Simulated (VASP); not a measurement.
Wanted: the native input for a VASP 6.6.1 run.

| Item | Value |
| --- | --- |
| Task | single point |
| Functional | PBE |
| Potentials or basis | VASP PAW PBE potentials, release 64 (W_sv, O) |
| Cutoff | 520 eV |
| k mesh | 34 × 34 × 34 |
| Occupations | fermi-dirac, width 0.0612256 eV |
| Spin | no spin polarisation |
| Dipole correction | no |
| Further INCAR settings | ALGO = Normal; EDIFF = 1e-06; NBANDS = 24 |

The structure of W2O (antifluorite type) lies in POSCAR:

```
W2O
1.0
    0.0000000000      2.6980077125      2.6980077125
    2.6980077125      0.0000000000      2.6980077125
    2.6980077125      2.6980077125      0.0000000000
W O
2 1
Direct
    0.2500000000      0.2500000000      0.2500000000
    0.7500000000      0.7500000000      0.7500000000
    0.0000000000      0.0000000000      0.0000000000
```

These files were run (other wordings do the same):

INCAR

```
PREC = Accurate ; ENCUT = 520
EDIFF = 1E-6 ; ISMEAR = -1
SIGMA = 0.06122561905347299 ; LREAL = F
LASPH = T ; NELM = 60
ALGO = Normal ; ISIF = 2
LWAVE = F ; LCHARG = F
GGA = PE ; NBANDS = 24
```

KPOINTS

```
Automatic mesh
0
Gamma
  34 34 34
```

Potentials or basis: VASP PAW PBE potentials, release 64 (W_sv, O).

Command:

```sh
$ cat potpaw_PBE.64/W_sv/POTCAR potpaw_PBE.64/O/POTCAR > POTCAR
$ mpirun -np 1 vasp_std > vasp.out
```

It gave:

```json
{
  "Pressure": "15.8 GPa",
  "Band gap on the k mesh": "zero (bands 17 and 18 overlap by 1.08 eV)"
}
```

Caveat: the cell stands under pressure; spin-orbit coupling is left out, which moves the levels of the heavy elements.

Wall time 5.4 min on 1 thread of Intel(R) Xeon(R) 6975P-C (Granite Rapids) (shared host), peak memory 0.84 GiB.
